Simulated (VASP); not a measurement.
# AlN (gw) (R3m) in VASP: G0W0 quasiparticle levels with PBEsol

Aim: the G0W0 quasiparticle levels of AlN (gw) with PBEsol.

Program: VASP 6.6.1. These are calculated values, not measurements. Logs are shortened: lines on timing, memory, paths and dates and some standing lists are left out, and cuts for length are marked.

### Step 1. The cell of the first run

It takes space group R3m (No. 160, trigonal). Conventional cell: a = 3.100 Å, b = 3.100 Å, c = 7.506 Å, α = 90.00°, β = 90.00°, γ = 120.00°. Al (site symmetry 3m) has 4 N at 1.89 Å within 2.5 Å. N (site symmetry 3m) has 4 Al at 1.89 Å within 2.5 Å.

### Step 2. G0W0 quasiparticle levels, PBEsol

POSCAR

```
AlN
1.0
   -0.0169435159      2.1752747626      2.1752747626
    2.1752747626     -0.0169435159      2.1752747626
    2.1752747626      2.1752747626     -0.0169435159
Al N
1 1
Direct
   -0.0005783994     -0.0005783994     -0.0005783994
    0.2505783994      0.2505783994      0.2505783994
```

INCAR.step1

```
ALGO = Normal
EDIFF = 1E-8
ENCUT = 500
GGA = PS
ISMEAR = 0
LASPH = True
LCHARG = False
LREAL = False
LWAVE = True
NELM = 80
PREC = Accurate
SIGMA = 0.01
```

INCAR.step2

```
ALGO = Exact
EDIFF = 1E-8
ENCUT = 500
GGA = PS
ISMEAR = 0
ISTART = 1
LASPH = True
LCHARG = False
LOPTICS = True
LREAL = False
LWAVE = True
NBANDS = 51
NELM = 1
PREC = Accurate
SIGMA = 0.01
```

INCAR.step3

```
ALGO = EVGW0
EDIFF = 1E-8
ENCUT = 500
ENCUTGW = 100.0
GGA = PS
ISMEAR = 0
ISTART = 1
LASPH = True
LCHARG = False
LREAL = False
LWAVE = False
NBANDS = 51
NBANDSGW = 12
NELMGW = 1
NOMEGA = 48
PREC = Accurate
PRECFOCK = Fast
SIGMA = 0.01
```

KPOINTS

```
k-points
0
Gamma
  6 6 6
```

Potentials or basis: VASP PAW PBE potentials, release 64 (Al_GW, N_GW).

On the command line:

```
cat potpaw_PBE.64/Al_GW/POTCAR potpaw_PBE.64/N_GW/POTCAR > POTCAR
cp INCAR.step1 INCAR
mpirun -np 1 vasp_std > vasp.out
cp INCAR.step2 INCAR
mpirun -np 1 vasp_std > vasp.out
cp INCAR.step3 INCAR
mpirun -np 1 vasp_std > vasp.out
```

OUTCAR:

```text
EDIFF = 1E-8
   ENCUT = 500
   ENCUTGW = 100.0
   GGA = PS
   ISMEAR = 0
   ISTART = 1
   LASPH = True
   LREAL = False
   NELMGW = 1
   PREC = Accurate
   PRECFOCK = Fast

 ion  position               nearest neighbor table
   1  0.999  0.999  0.999-   2 1.89   2 1.89   2 1.89   2 1.89
   2  0.251  0.251  0.251-   1 1.89   1 1.89   1 1.89   1 1.89

  LATTYP: Found a trigonal (rhomboedric) cell.
 ALAT       =     3.0763497311
 COS(alpha) =     0.4921959308

  Lattice vectors:

 A1 = (  -0.0169435159,   2.1752747626,   2.1752747626)
 A2 = (   2.1752747626,  -0.0169435159,   2.1752747626)
 A3 = (   2.1752747626,   2.1752747626,  -0.0169435159)

Analysis of symmetry for initial positions (statically):
=====================================================================
 Subroutine PRICEL returns:
 Original cell was already a primitive cell.

 Routine SETGRP: Setting up the symmetry group for a
 trigonal (rhombohedral) supercell.

 Subroutine GETGRP returns: Found  6 space group operations
 (whereof  6 operations were pure point group operations)
 out of a pool of 12 trial point group operations.

The static configuration has the point symmetry C_3v.

Analysis of symmetry for dynamics (positions and initial velocities):
=====================================================================
 Subroutine PRICEL returns:
 Original cell was already a primitive cell.

 Routine SETGRP: Setting up the symmetry group for a
 trigonal (rhombohedral) supercell.

 Subroutine GETGRP returns: Found  6 space group operations
 (whereof  6 operations were pure point group operations)
 out of a pool of 12 trial point group operations.

The dynamic configuration has the point symmetry C_3v.

 Subroutine INISYM returns: Found  6 space group operations
 (whereof  6 operations are pure point group operations),
 and found     1 'primitive' translations

----------------------------------------------------------------------------------------

                                     Primitive cell

  volume of cell :      20.8265

  direct lattice vectors                    reciprocal lattice vectors
    -0.016943516  2.175274763  2.175274763    -0.227187733  0.228971222  0.228971222
     2.175274763 -0.016943516  2.175274763     0.228971222 -0.227187733  0.228971222
     2.175274763  2.175274763 -0.016943516     0.228971222  0.228971222 -0.227187733

  length of vectors
     3.076349731  3.076349731  3.076349731     0.395562773  0.395562773  0.395562773

  position of ions in fractional coordinates (direct lattice)
     0.999421601  0.999421601  0.999421601
     0.250578399  0.250578399  0.250578399

  ion indices of the primitive-cell ions
   primitive index   ion index
                 1           1
                 2           2

----------------------------------------------------------------------------------------

 KPOINTS: k-points

Automatic generation of k-mesh.
 Grid dimensions read from file:
 generate k-points for:    6    6    6

 Generating k-lattice:

  Cartesian coordinates                     Fractional coordinates (reciprocal lattice)
    -0.037864622  0.038161870  0.038161870     0.166666667  0.000000000 -0.000000000
     0.038161870 -0.037864622  0.038161870     0.000000000  0.166666667 -0.000000000
     0.038161870  0.038161870 -0.037864622     0.000000000  0.000000000  0.166666667

  Length of vectors
     0.065927129  0.065927129  0.065927129

  Shift w.r.t. Gamma in fractional coordinates (k-lattice)
     0.000000000  0.000000000  0.000000000

 Subroutine IBZKPT returns following result:
 ===========================================

 Found     32 irreducible k-points:

 Following reciprocal coordinates:
            Coordinates               Weight
  0.000000  0.000000  0.000000      1.000000
  0.166667  0.000000  0.000000      6.000000
  0.333333  0.000000  0.000000      6.000000
  0.500000 -0.000000  0.000000      3.000000
  0.166667  0.166667 -0.000000      6.000000
  0.333333  0.166667  0.000000     12.000000
[... 16 lines left out ...]
  0.500000  0.500000  0.166667      6.000000
 -0.333333  0.500000  0.166667     12.000000
 [... further k-points ...]
   k-points           NKPTS =     32   k-points in BZ     NKDIM =    216   number of bands    NBANDS=     51
   number of dos      NEDOS =    301   number of ions     NIONS =      2
   total plane-waves  NPLWV =  13824
   dimension x,y,z NGX =    24 NGY =   24 NGZ =   24
   dimension x,y,z NGXF=    48 NGYF=   48 NGZF=   48
   ions per type =               1   1
   NGX,Y,Z   is equivalent  to a cutoff of  12.97, 12.97, 12.97 a.u.
   NGXF,Y,Z  is equivalent  to a cutoff of  25.94, 25.94, 25.94 a.u.
 SYSTEM =  unknown system
   PREC   = accura    normal or accurate (medium, high low for compatibility)
   ISTART =      1    job   : 0-new  1-cont  2-samecut
   ICHARG =      0    charge: 1-file 2-atom 10-const
   ISPIN  =      1    spin polarized calculation?
   LNONCOLLINEAR =      F non collinear calculations
   LSORBIT =      F    spin-orbit coupling
   LASPH  =      T    aspherical Exc in radial PAW
   ENCUT  =  500.0 eV  36.75 Ry    6.06 a.u.   5.61  5.61  5.61*2*pi/ulx,y,z
   NELM   =     60;   NELMIN=  2; NELMDL=  0     # of ELM steps
   EDIFF  = 0.1E-07   stopping-criterion for ELM
   LREAL  =      F    real-space projection
   EDIFFG = 0.1E-06   stopping-criterion for IOM
   NSW    =      0    number of steps for IOM
   IBRION =     -1    ionic relax: 0-MD 1-quasi-New 2-CG
   NFREE  =      0    steps in history (QN), initial steepest desc. (CG)
   ISIF   =      0    stress and relaxation
   ISYM   =      3    0-nonsym 1-usesym 2-fastsym
   POTIM  = 0.5000    time-step for ionic-motion
   TEBEG  =    0.0;   TEEND  =   0.0 temperature during run
   PSTRESS=    0.0 pullay stress
   NELECT =       8.0000    total number of electrons
   NUPDOWN=      -1.0000    fix difference up-down
   EMIN   =  10.00;   EMAX   =-10.00  energy-range for DOS
   EFERMI =   0.00;   METHOD = LEGACY
   ISMEAR =     0;   SIGMA  =   0.01  broadening in eV -4-tet -1-fermi 0-gaus
   EFERMI_NEDOS =   21; number of points for ismear=-14 and -15
   IALGO  =     38    algorithm
   IMIX   =      4    mixing-type and parameters
     AMIX     =   0.40;   BMIX     =  1.00
     AMIX_MAG =   1.60;   BMIX_MAG =  1.00
  volume/ion in A,a.u.               =      10.41        70.27
  Fermi-wavevector in a.u.,A,eV,Ry     =   1.190052  2.248872 19.268884  1.416223
  Thomas-Fermi vector in A             =   2.326145
   LORBIT       =      0    0 simple, 1 ext, 2 COOP (PROOUT), +10 PAW based schemes
   GGA     = PS    functional components
   LHFCALC =     T    Hartree Fock is set to
   PRECFOCK=fast      Normal, Fast or Accurate (Low or Medium for compatibility)
   ENCUT4O =  -1.0   cutoff for four orbital integrals eV
   NKREDX  =     1    reduce k-point grid by
   NKREDY  =     1    reduce k-point grid by
   NKREDZ  =     1    reduce k-point grid by
   AEXX    =    1.0000 exact exchange contribution
   HFSCREEN=    0.0000 screening length (either q_TF or 0.3 A-1)
   HFSCREENC=   0.0000 screening length for correlation (either q_TF or 0.3 A-1)
   ENCUTFOCK=  -1.0 apply spherical cutoff to Coloumb kernel
   IVDW    =     0    specifies the selected vdW correction
   LEPSILON=     F    determine dielectric tensor
   LRPA    =     F    only Hartree local field effects (RPA)
   LRPAFORCE           =     F    calculate RPA forces
   ENCUTGW             = 100.0    cutoff for response function in eV
   ENCUTGWSOFT         =  80.0    soft cutoff for Coulomb kernel in GW response function in eV
   ENCUTLF             =  -1.0    cutoff for local field effects
   NELMGW              =     1    number of iterations in solving QP/BSE equation
   NELMHF              =     1    number of iterations in the inner HF iteration
   NKREDLFX            =     1    NKREDLFY  =   1   NKREDLFZ  =   1
 non-spin polarized calculation
 Gauss-broadening in eV      SIGMA  =   0.01
  energy-cutoff  :      500.00
  volume of cell :       20.83
 maximum number of plane-waves:       540
 NGX is ok and might be reduce to    24
  NGX = 14; NGY = 14; NGZ = 14
   NGX = 11   NGY = 11   NGZ = 11
 maximum number of plane-waves:        59
 NGX is ok and might be reduce to    10

 QP shifts <psi_nk| G(iteration)W_0 |psi_nk>: iteration 1
 for sc-GW calculations column KS-energies equals QP-energies in previous step
 and V_xc(KS)=  KS-energies - (<T + V_ion + V_H > + <T+V_H+V_ion>^1  + <V_x>^1)

 k-point   1 :       0.0000    0.0000    0.0000
  band No.  KS-energies  QP-energies   sigma(KS)   V_xc(KS)     V^pw_x(r,r')   Z            occupation Imag(sigma)

      1     -10.1084     -11.4307     -16.5212     -14.6941     -24.6745       0.7237       2.0000       1.2655
      2       4.8278       4.1784     -17.4909     -16.6564     -20.6813       0.7782       2.0000       0.0815
      3       4.8278       4.1784     -17.4909     -16.6564     -20.6813       0.7782       2.0000       0.0815
      4       4.9290       4.2873     -17.5456     -16.7200     -20.7576       0.7774       2.0000       0.0816
      5       8.9864       9.8711     -11.5389     -12.6332      -7.9187       0.8084       0.0000      -0.0700
      6      17.2182      18.3992      -8.9789     -10.4546      -4.0745       0.8003       0.0000      -0.1325
      7      17.2182      18.3992      -8.9789     -10.4546      -4.0745       0.8003       0.0000      -0.1325
      8      17.5294      18.7176      -8.9908     -10.4787      -4.0412       0.7986       0.0000      -0.1393
      9      22.4505      23.6884      -9.0655     -10.6246      -3.6953       0.7940       0.0000      -0.2978
     10      22.4505      23.6884      -9.0655     -10.6246      -3.6953       0.7940       0.0000      -0.2978
     11      23.7706      24.5561      -8.9102      -9.9212      -2.6222       0.7769       0.0000      -0.7022
     12      23.7706      24.5561      -8.9102      -9.9212      -2.6222       0.7769       0.0000      -0.7022

 k-point   2 :       0.1667    0.0000    0.0000
  band No.  KS-energies  QP-energies   sigma(KS)   V_xc(KS)     V^pw_x(r,r')   Z            occupation Imag(sigma)

      1      -9.7086     -11.0013     -16.6881     -14.8912     -24.7797       0.7194       2.0000       1.2077
      2       2.9646       2.1374     -16.1751     -15.0969     -19.4972       0.7672       2.0000       0.0984
      3       4.7011       4.0325     -17.4177     -16.5578     -20.6329       0.7776       2.0000       0.0823
      4       4.7819       4.1182     -17.4619     -16.6087     -20.6977       0.7778       2.0000       0.0825
      5      10.4177      11.4268     -12.1140     -13.3758      -8.3743       0.7997       0.0000      -0.0760
      6      16.3606      17.5495      -9.6096     -11.1040      -4.7415       0.7956       0.0000      -0.1371
      7      17.4106      18.5793      -9.0577     -10.5255      -4.0527       0.7962       0.0000      -0.1533
      8      17.6287      18.7978      -9.0449     -10.5137      -3.9977       0.7959       0.0000      -0.1621
      9      20.5680      21.6287      -8.7713     -10.1100      -3.4551       0.7923       0.0000      -0.2730
     10      20.7237      21.7932      -8.7930     -10.1429      -3.4741       0.7922       0.0000      -0.2746
     11      22.3595      23.0889      -8.3552      -9.2733      -2.3679       0.7945       0.0000      -0.5893
     12      27.3308      28.4712      -9.3659     -10.7890      -2.9047       0.8013       0.0000      -0.9578
[... 324 lines left out ...]
      1      -7.5649      -8.7908     -18.1337     -16.4346     -25.9321       0.7216       2.0000       0.9068
      2       0.2667      -0.7515     -14.9934     -13.6099     -19.0264       0.7360       2.0000       0.1724
      3       2.3377       1.4126     -15.6260     -14.4118     -19.0939       0.7619       2.0000       0.1095
      4       3.2886       2.4404     -16.5371     -15.4332     -19.9595       0.7684       2.0000       0.0961
      5       9.3957      10.1766      -9.3629     -10.3203      -5.5395       0.8158       0.0000      -0.0764
      6      14.3824      15.4911      -9.5387     -10.9064      -5.1414       0.8107       0.0000      -0.0958
      7      17.5792      19.0425     -12.0179     -13.9263      -6.6053       0.7667       0.0000      -0.2152
      8      19.2627      20.4929     -10.2021     -11.7962      -4.4758       0.7717       0.0000      -0.3010
      9      20.1850      21.4031     -10.5053     -12.1143      -4.4448       0.7571       0.0000      -0.3698
     10      26.3452      27.5163      -9.1481     -10.6589      -2.8105       0.7752       0.0000      -0.6256
     11      28.8922      30.3367     -10.3639     -12.2076      -3.6948       0.7834       0.0000      -1.0007
     12      30.7005      32.3184      -9.9742     -12.0018      -3.8607       0.7979       0.0000      -0.8999

 k-point  24 :      -0.3333    0.5000    0.1667
  band No.  KS-energies  QP-energies   sigma(KS)   V_xc(KS)     V^pw_x(r,r')   Z            occupation Imag(sigma)

      1      -7.3309      -8.5514     -18.3752     -16.6885     -26.1601       0.7236       2.0000       0.8800
      2       0.5021      -0.5169     -15.0469     -13.6704     -19.0228       0.7403       2.0000       0.1640
      3       2.0390       1.0864     -15.6851     -14.4301     -19.2852       0.7590       2.0000       0.1174
      4       2.3193       1.4023     -15.2386     -14.0388     -18.5586       0.7643       2.0000       0.1053
      5      10.0011      10.8661     -10.2414     -11.3125      -6.4777       0.8076       0.0000      -0.0777
      6      15.0539      16.2246      -9.9171     -11.3724      -5.4160       0.8045       0.0000      -0.1040
      7      17.6973      18.9246     -10.4739     -12.0506      -5.0164       0.7784       0.0000      -0.2383
      8      17.8557      19.2763     -11.5856     -13.4333      -6.1459       0.7689       0.0000      -0.2228
      9      21.3228      22.5306     -10.2864     -11.8980      -4.0160       0.7495       0.0000      -0.4119
     10      24.9424      26.0526      -9.1524     -10.5802      -2.9732       0.7775       0.0000      -0.5607
     11      29.3294      30.9016     -10.6677     -12.6631      -4.0187       0.7879       0.0000      -1.0028
     12      30.4622      32.1108     -10.4174     -12.4913      -4.1214       0.7949       0.0000      -0.9582

 [... further k-points ...]
```

It took 7.6 min on 1 thread of Intel Xeon 8259CL, shared host; peak memory 0.37 GiB.

Results:

| Quantity | Value |
| --- | --- |
| Band gap on the k mesh, mean-field level | 3.12 eV, indirect (least direct gap 4.06 eV) |
| Quasiparticle gap | 4.43 eV |
| Least direct quasiparticle gap | 5.58 eV |

Caveat: bands, screening cutoff and mesh are small and nothing is extrapolated, so the quasiparticle values aren't converged. A k mesh can miss the band edges.
